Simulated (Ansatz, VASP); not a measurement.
## BaTiO3: VASP beside Ansatz

```
CELL_PARAMETERS angstrom
4.01925 0.00000 0.00000
0.00000 4.01925 0.00000
0.00000 0.00000 4.01925
ATOMIC_POSITIONS crystal
Ba 0.50000 0.50000 0.50000
Ti 0.00000 0.00000 0.00000
O 0.50000 0.00000 0.00000
O 0.00000 0.50000 0.00000
O 0.00000 0.00000 0.50000
```

Alike in both runs: functional PBE; k mesh 8 × 8 × 8; occupations gaussian, width 0.02 eV; no spin polarisation.

Ansatz relaxed the structure, and its values are those at the end. VASP's run is a single point on that final structure, the one shown.

|  | VASP | Ansatz |
| --- | --- | --- |
| version | VASP 6.6.1 | Ansatz 0.2.0 |
| potentials or method | VASP PAW PBE potentials, release 64 (Ba_sv, Ti_sv, O_h), cutoff 910 eV | scalar-relativistic, plane waves, PAW |
| valence electrons in the cell | 40 | 40 |

|  | VASP | Ansatz | Ansatz less VASP |
| --- | --- | --- | --- |
| gap on the k mesh at the Fermi level (eV) | 1.72 | 1.78 | +0.060 |
| least direct gap on the mesh (eV) | 1.88 | 1.90 | +0.024 |

Neither program's run includes spin-orbit coupling. Noted on VASP's run: the cutoff is short for stress, so the pressure is rough.
